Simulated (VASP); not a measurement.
Crystal: RbBr.

```
CELL_PARAMETERS angstrom
4.12793 0.00000 0.00000
0.00000 4.12793 0.00000
0.00000 0.00000 4.12793
ATOMIC_POSITIONS crystal
Rb 0.00000 0.00000 0.00000
Br 0.50000 0.50000 0.50000
```

Base run:

- Program: VASP 6.6.1
- Functional: PBE
- Potentials or basis: VASP PAW PBE potentials, release 64 (Rb_sv, Br)
- Cutoff: 520 eV
- k mesh: 4 × 4 × 4
- Occupations: gaussian, width 0.01 eV
- Spin: no spin polarisation

Its results: band gap on the k mesh 4.07 eV, indirect (least direct gap 4.23 eV); pressure 0.8 GPa.

**Question.** The run is repeated on the same cell with these changes: functional from PBE to LDA; potentials or basis from VASP PAW PBE potentials, release 64 (Rb_sv, Br) to VASP PAW LDA potentials, release 64 (Rb_sv, Br). What comes out?

**Answer.** Band gap on the k mesh 3.68 eV, indirect (least direct gap 3.84 eV); pressure -1.9 GPa.

A k mesh can miss the band edges.
